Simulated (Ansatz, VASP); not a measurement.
## One calculation of C, two programs

```xyz
4
Lattice="2.5736 0.0000 0.0000 -1.2868 2.1293 0.0000 0.0000 0.0000 7.2458" Properties=species:S:1:pos:R:3 pbc="T T T"
C    -0.2972    0.0000    0.0181
C     0.2972    0.0000    3.6410
C    -0.2973    1.4196    0.0181
C     1.5840    0.7098    3.6410
```

Change from the starting cell: mode 4 frozen in at -0.284 Å, normal strain along x +0.0467.

Alike in both runs: task single point; functional PBEsol; k mesh 18 × 18 × 6; occupations gaussian, width 0.15 eV; no spin polarisation.

|  | VASP | Ansatz |
| --- | --- | --- |
| version | VASP 6.6.1 | Ansatz 0.2.0 |
| potentials or method | VASP PAW PBE potentials, release 64 (C), cutoff 520 eV | scalar-relativistic, plane waves, PAW |
| valence electrons in the cell | 16 | 16 |

VASP gave:

```
gap on the k mesh at the Fermi level (eV)                     : 0.31
least direct gap on the mesh (eV)                             : 0.31
pressure (GPa)                                                : -15.0
traceless stress, the component that is largest in VASP (GPa) : -24.76
rms of the force components (eV/Å)                            : 0.215
```

Problem. Which values does Ansatz return?

Solution. gap on the k mesh at the Fermi level (eV): 0.31; least direct gap on the mesh (eV): 0.31; pressure (GPa): -15.6; traceless stress, the component that is largest in VASP (GPa): -25.02; rms of the force components (eV/Å): 0.207.

VASP's potentials were made for PBE, not for PBEsol, and Ansatz warns of the same on its side. Atom by atom the forces differ by 0.008 eV/Å (rms over components).
